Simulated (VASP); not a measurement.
Set up this calculation in VASP 6.6.1, as the native input.

```yaml
Task: single point
Functional: r2SCAN
Potentials_or_basis: VASP PAW PBE potentials, release 64 (Li_sv, F)
Cutoff: 520 eV
k_mesh: 8 × 8 × 8
Occupations: gaussian, width 0.01 eV
Spin: no spin polarisation
Dipole_correction: no
Further_INCAR_settings: ALGO = Normal; EDIFF = 1e-07; NBANDS = 12
```

The system is LiF.

```
Li F
1.0
     2.54117    0.00000    0.00000
     0.00000    2.54117    0.00000
     0.00000    0.00000    2.54117
Li F
1 1
Cartesian
  0.0000 0.0000 0.0000
  1.2706 1.2706 1.2706
```

One way to write it, as run:

POSCAR

```
LiF
1.0
    2.5411735149      0.0000000000      0.0000000000
    0.0000000000      2.5411735149      0.0000000000
    0.0000000000      0.0000000000      2.5411735149
Li F
1 1
Direct
    0.0000000000      0.0000000000      0.0000000000
    0.5000000000      0.5000000000      0.5000000000
```

INCAR.step1

```
SYSTEM = LiF
PREC = Accurate
ENCUT = 520
ISMEAR = 0
SIGMA = 0.01
LREAL = .FALSE.
LASPH = .TRUE.
NELM = 80
NBANDS = 12
GGA = PE
ALGO = Normal
EDIFF = 1E-4
LWAVE = .TRUE.
LCHARG = .FALSE.
```

INCAR.step2

```
SYSTEM = LiF
PREC = Accurate
ENCUT = 520
EDIFF = 1E-7
ISMEAR = 0
SIGMA = 0.01
LREAL = .FALSE.
LASPH = .TRUE.
NELM = 80
ALGO = Normal
ISIF = 2
LWAVE = .FALSE.
LCHARG = .TRUE.
METAGGA = R2SCAN
LMIXTAU = .TRUE.
LELF = .TRUE.
LVHAR = .TRUE.
NBANDS = 12
ISTART = 1
```

KPOINTS

```
regular mesh
0
G
  8 8 8
  0 0 0
```

Potentials or basis: VASP PAW PBE potentials, release 64 (Li_sv, F).

The run is started by

```sh
$ cat potpaw_PBE.64/Li_sv/POTCAR potpaw_PBE.64/F/POTCAR > POTCAR
$ cp INCAR.step1 INCAR
$ mpirun -np 1 vasp_std > vasp.out
$ cp INCAR.step2 INCAR
$ mpirun -np 1 vasp_std > vasp.out
```

Results of the run:

* Band gap on the k mesh: 8.83 eV (least direct gap 9.53 eV)

Run time: 27 s on 1 thread of Intel(R) Xeon(R) Platinum 8559C (Emerald Rapids), on a shared host, peak memory 0.12 GiB.
